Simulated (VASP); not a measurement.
# C (Im-3m) in VASP: notebook, part 2 of 2

VASP 6.6.1.

### 3 Single point, r2SCAN

This run uses another cell than the first one, of 2.84 Å³/atom, 0.592 times its volume.

Contents of POSCAR:

```
C
1.0
   -0.8916841348      0.8916841348      0.8916841348
    0.8916841348     -0.8916841348      0.8916841348
    0.8916841348      0.8916841348     -0.8916841348
C
1
Direct
    0.0000000000      0.0000000000      0.0000000000
```

Contents of INCAR.step1:

```
SYSTEM = C
ALGO = Normal
EDIFF = 1E-4
ENCUT = 520
GGA = PE
ISMEAR = -1
LASPH = .True.
LCHARG = .False.
LREAL = .False.
LWAVE = .True.
NBANDS = 8
NELM = 80
PREC = Accurate
SIGMA = 0.1
```

Contents of INCAR.step2:

```
SYSTEM = C
ALGO = Normal
EDIFF = 1E-6
ENCUT = 520
ISIF = 2
ISMEAR = -1
ISTART = 1
LASPH = .True.
LCHARG = .True.
LELF = .True.
LMIXTAU = .True.
LREAL = .False.
LVHAR = .True.
LWAVE = .False.
METAGGA = R2SCAN
NBANDS = 8
NELM = 80
PREC = Accurate
SIGMA = 0.1
```

Contents of KPOINTS:

```
k-points
0
Gamma
  22 22 22
  0 0 0
```

Potentials or basis: VASP PAW PBE potentials, release 64 (C).

Started as:

```
$ cat potpaw_PBE.64/C/POTCAR > POTCAR
$ cp INCAR.step1 INCAR
$ mpirun -np 1 vasp_std > vasp.out
$ cp INCAR.step2 INCAR
$ mpirun -np 1 vasp_std > vasp.out
```

Run time: 10 s. Hardware: 1 thread of Intel Xeon 6975P-C, shared host; peak memory 0.11 GiB.

The run converged, but its numbers aren't listed here, since they failed a check.

Caveat: the PAW data sets were made with another functional, which shifts forces and pressure a little.

### 4 Single point, LDA (volume scaled by 0.84)

Contents of INCAR:

```
SYSTEM = C
ALGO     = Normal         ! electronic algorithm
EDIFF    = 1E-6           ! SCF threshold, eV
ENCUT    = 520            ! plane-wave cutoff, eV
ISIF     = 2              ! what is computed and relaxed
ISMEAR   = -1             ! smearing method
LASPH    = .True.         ! aspherical terms in the spheres
LCHARG   = .False.        ! write CHGCAR
LREAL    = .False.        ! projectors in reciprocal space
LWAVE    = .False.        ! write WAVECAR
NBANDS   = 8              ! bands
NELM     = 80             ! most SCF steps
PREC     = Accurate       ! precision mode
SIGMA    = 0.1            ! smearing width, eV
```

KPOINTS is that of step 3.

Contents of POSCAR:

```
C
1.0
   -1.0979097209      1.0979097209      1.0979097209
    1.0979097209     -1.0979097209      1.0979097209
    1.0979097209      1.0979097209     -1.0979097209
C
1
Direct
    0.0000000000      0.0000000000      0.0000000000
```

Potentials or basis: VASP PAW LDA potentials, release 64 (C).

Started as:

```
$ cat potpaw_LDA.64/C/POTCAR > POTCAR
$ mpirun -np 1 vasp_std > vasp.out
```

OUTCAR:

```text
SYSTEM = C
   EDIFF = 1E-6
   ENCUT = 520
   ISIF = 2
   ISMEAR = -1
   LASPH = .True.
   LREAL = .False.
   NELM = 80
   PREC = Accurate

 ion  position               nearest neighbor table
   1  0.000  0.000  0.000-

  LATTYP: Found a body centered cubic cell.
 ALAT       =     2.1958194418

  Lattice vectors:

 A1 = (  -1.0979097209,   1.0979097209,   1.0979097209)
 A2 = (   1.0979097209,  -1.0979097209,   1.0979097209)
[... 441 lines left out ...]
      7      50.3801      0.00000
      8      54.4493      0.00000

 [... further k-points ...]

------------------------ aborting loop because EDIFF is reached ----------------------------------------

  FORCE on cell =-STRESS in cart. coord.  units (eV):
  Direction    XX          YY          ZZ          XY          YZ          ZX
  --------------------------------------------------------------------------------------
  -------------------------------------------------------------------------------------
  Total        1.8700384      1.8700384      1.8700384      0.0000000      0.0000000      0.0000000
  in kB      565.9801951    565.9801951    565.9801951      0.0000000      0.0000000      0.0000000
  external PRESSURE =     565.9801951 kB  Pullay stress =       0.0000000 kB

 VOLUME and BASIS-vectors are now :
 -----------------------------------------------------------------------------
  energy-cutoff  :      520.00
  volume of cell :        5.29
      direct lattice vectors                 reciprocal lattice vectors
    -1.097909721  1.097909721  1.097909721     0.000000000  0.455410851  0.455410851
     1.097909721 -1.097909721  1.097909721     0.455410851  0.000000000  0.455410851
     1.097909721  1.097909721 -1.097909721     0.455410851  0.455410851  0.000000000

 POSITION                                       TOTAL-FORCE (eV/Angst)
 -----------------------------------------------------------------------------------
      0.00000      0.00000      0.00000         0.000000      0.000000     -0.000000
 -----------------------------------------------------------------------------------
    total drift:                               -0.000000     -0.000000     -0.000000

  FREE ENERGIE OF THE ION-ELECTRON SYSTEM (eV)
  ---------------------------------------------------
  free  energy   TOTEN  =        -5.6296392570 eV

  energy  without entropy=       -5.6193670165  energy(sigma->0) =       -5.62450314
```

Wall time 4.4 s (1 thread of Intel Xeon 6975P-C, shared host); peak memory 0.11 GiB.

What came out:

```yaml
Free_energy: -5.6296 eV
Pressure: 56.6 GPa
Band_gap_on_the_k_mesh: zero (band 2 reaches 23.38 eV, above the bottom of band 3 at 7.11 eV)
```

Levels at points of the mesh, in eV from the Fermi level:
| k point | band 1 | band 2 | band 3 | band 4 | band 5 |
| --- | --- | --- | --- | --- | --- |
| (0.00, 0.00, 0.00) | -22.91 | 11.27 | 11.27 | 11.27 | 37.28 |
| (0.50, 0.00, 0.00) | -11.34 | -8.97 | 5.32 | 9.29 | 24.91 |
| (0.50, 0.50, 0.50) | -2.24 | -2.24 | -2.24 | 3.91 | 12.05 |

Caveat: the cell differs from its parent crystal (volume scaled by 0.84).
